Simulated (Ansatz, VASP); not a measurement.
# BaTiO3 in VASP and in Ansatz

Contents of POSCAR:

```
BaTiO3
1.0
    4.0912018989      0.0000000000      0.0000000000
    0.0000000000      4.0912018989      0.0000000000
    0.0000000000      0.0000000000      4.2363754999
Ba Ti O
1 1 3
Direct
    0.5000000000      0.5000000000      0.5946603424
    0.0000000000      0.0000000000      0.1111252684
    0.0000000000      0.5000000000      0.0610935939
    0.5000000000      0.0000000000      0.0610935939
    0.0000000000      0.0000000000      0.5320241914
```

File INCAR.step1:

```
  PREC = Accurate
  ENCUT = 520
  ISMEAR = 0
  SIGMA = 0.01
  LREAL = False
  LASPH = True
  NELM = 150
  MAGMOM = 0 0 0 0 0 0 0 0 0 0 0 0 0 0 0
  LSORBIT = True
  GGA_COMPAT = False
  LMAXMIX = 4
  NBANDS = 55
  GGA = PE
  ALGO = Normal
  EDIFF = 1E-4
  LWAVE = True
  LCHARG = False
```

File INCAR.step2:

```
  PREC = Accurate
  ENCUT = 520
  EDIFF = 1E-6
  ISMEAR = 0
  SIGMA = 0.01
  LREAL = False
  LASPH = True
  NELM = 150
  ALGO = Normal
  ISIF = 2
  LWAVE = False
  LCHARG = False
  MAGMOM = 0 0 0 0 0 0 0 0 0 0 0 0 0 0 0
  LORBIT = 11
  LSORBIT = True
  GGA_COMPAT = False
  LORBMOM = True
  LMAXMIX = 4
  METAGGA = R2SCAN
  LMIXTAU = True
  NBANDS = 55
  ISTART = 1
```

Contents of KPOINTS:

```
regular mesh
0
Gamma
  6 6 6
```

Input for Ansatz:

```yaml
crystal:
  lattice:
    - [4.0912018989, 0.0, 0.0]
    - [0.0, 4.0912018989, 0.0]
    - [0.0, 0.0, 4.2363754999]
  atoms:
    - { symbol: Ba, position: [0.5, 0.5, 0.5946603424] }
    - { symbol: Ti, position: [0.0, 0.0, 0.1111252684] }
    - { symbol: O, position: [0.0, 0.5, 0.0610935939] }
    - { symbol: O, position: [0.5, 0.0, 0.0610935939] }
    - { symbol: O, position: [0.0, 0.0, 0.5320241914] }
kpoints:
  mp_grid: { grid: [6, 6, 6] }
  band_path:
    path:
      - [0.0, 0.0, 0.0]
      - [0.0, 0.5, 0.0]
      - [0.5, 0.5, 0.0]
      - [0.0, 0.0, 0.5]
      - [0.0, 0.5, 0.5]
      - [0.5, 0.5, 0.5]
      - [-0.5, -0.5, 0.494792]
    npoints: 1
hamiltonian:
  xc: r2scan
scf:
  occupations: { method: fixed }
  n_extra_bands: 10
magnetization:
  noncollinear: true
  spin_orbit: true
output:
  forces: true
  stress: true
  eigenvalues: true
```

Change from the starting cell: hydrostatic strain +3.0%.

Alike in both runs: task single point; functional r2SCAN; k mesh 6 × 6 × 6; non-collinear spin, spin-orbit coupling.

|  | VASP | Ansatz |
| --- | --- | --- |
| version | VASP 6.6.1 | Ansatz 0.2.0 |
| potentials or method | VASP PAW PBE potentials, release 64 (Ba_sv, Ti_sv, O) | plane waves, PAW |
| plane-wave cutoff (eV) | 520 | 500 |
| occupations | gaussian, width 0.01 eV | fixed |
| valence electrons in the cell | 40 | 40 |

Ansatz gave:

- pressure (GPa): -10.1
- traceless stress, the component that is largest in VASP (GPa): 3.42
- rms of the force components (eV/Å): 0.000

Which values does VASP return?

Pressure (GPa): -8.7; traceless stress, the component that is largest in VASP (GPa): 3.72; rms of the force components (eV/Å): 0.084.

VASP's potentials were made for PBE, not for r2SCAN. Atom by atom the forces differ by 0.084 eV/Å (rms over components).
